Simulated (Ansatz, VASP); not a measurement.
One calculation of TiO2, two programs

```
Ti O
1.0
     5.24591    0.00000    0.00000
     0.00000    9.36514    0.00000
     0.00000    0.00000    5.55383
Ti O
8 16
Direct
  0.13429 0.12934 0.91266
  0.63429 0.37066 0.08734
  0.86571 0.62934 0.58734
  0.36571 0.87066 0.41266
  0.86571 0.87066 0.08734
  0.36571 0.62934 0.91266
  0.13429 0.37066 0.41266
  0.63429 0.12934 0.58734
  0.46223 0.22913 0.89441
  0.96223 0.27087 0.10559
  0.53777 0.72913 0.60559
  0.03777 0.77087 0.39441
  0.53777 0.77087 0.10559
  0.03777 0.72913 0.89441
  0.46223 0.27087 0.39441
  0.96223 0.22913 0.60559
  0.82079 0.01078 0.85240
  0.32079 0.48922 0.14760
  0.17921 0.51078 0.64760
  0.67921 0.98922 0.35240
  0.17921 0.98922 0.14760
  0.67921 0.51078 0.85240
  0.82079 0.48922 0.35240
  0.32079 0.01078 0.64760
```

Change from the starting cell: volume scaled by 1.06, ions relaxed.

Alike in both runs: functional PBE; k mesh 5 × 3 × 5; occupations fermi-dirac, width 0.02 eV; no spin polarisation.

Ansatz relaxed the structure, and its values are those at the end. VASP's run is a single point on that final structure, the one shown.

```csv
,VASP,Ansatz
version,VASP 6.6.1,Ansatz 0.2.0
potentials or method,"VASP PAW PBE potentials, release 64 (Ti_sv, O)","plane-wave PAW, scalar-relativistic"
plane-wave cutoff (eV),520,420
valence electrons in the cell,192,192
```

|  | VASP | Ansatz | Ansatz less VASP |
| --- | --- | --- | --- |
| gap on the k mesh at the Fermi level (eV) | 2.41 | 2.43 | +0.022 |
| pressure (GPa) | -5.3 | -5.9 | -0.62 |
| rms of the force components (eV/Å) | 0.024 | 0.005 | -0.0197 |

The functional is the same, so the differences come from potentials, cutoffs and numerics. Ansatz's warnings: stress scf threshold loose.
